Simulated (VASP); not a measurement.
A run of VASP 6.6.1 is set up as follows.

The input INCAR:

```
PREC = Accurate ; ENCUT = 400
EDIFF = 1E-6 ; ISMEAR = -1
SIGMA = 0.05 ; LREAL = F
LASPH = T ; NELM = 120
ALGO = Normal ; ISIF = 2
LWAVE = F ; LCHARG = T
LDIPOL = T ; IDIPOL = 3
DIPOL = 0.5 0.5 0.500 ; GGA = PE
LELF = T ; LVHAR = T
LVACPOTAV = T ; NBANDS = 24
GGA_COMPAT = F ; NELMDL = -8
```

The input KPOINTS:

```
Automatic mesh
0
Gamma
  12 9 1
```

The input POSCAR:

```
Au
1.0
    2.9400990585      0.0000000000      0.0000000000
    0.0000000000      4.1579279633      0.0000000000
    0.0000000000      0.0000000000     18.9401000000
Au
3
Direct
    0.0000000000      0.0000000000      0.4253723590
    0.5000000000      0.5000000000      0.5000000020
    0.0000000000      0.0000000000      0.5746276389
```

Potentials or basis: VASP PAW PBE potentials, release 64 (Au).

The run is started by

```bash
$ cat potpaw_PBE.64/Au/POTCAR > POTCAR
$ mpirun -np 1 vasp_std > vasp.out
```

(1) Predict the band gap on the k mesh.

Results:

(1) zero (an odd number of electrons rules out a gap without spin polarisation).

Caveat: spin-orbit coupling is left out, which moves the levels of the heavy elements.
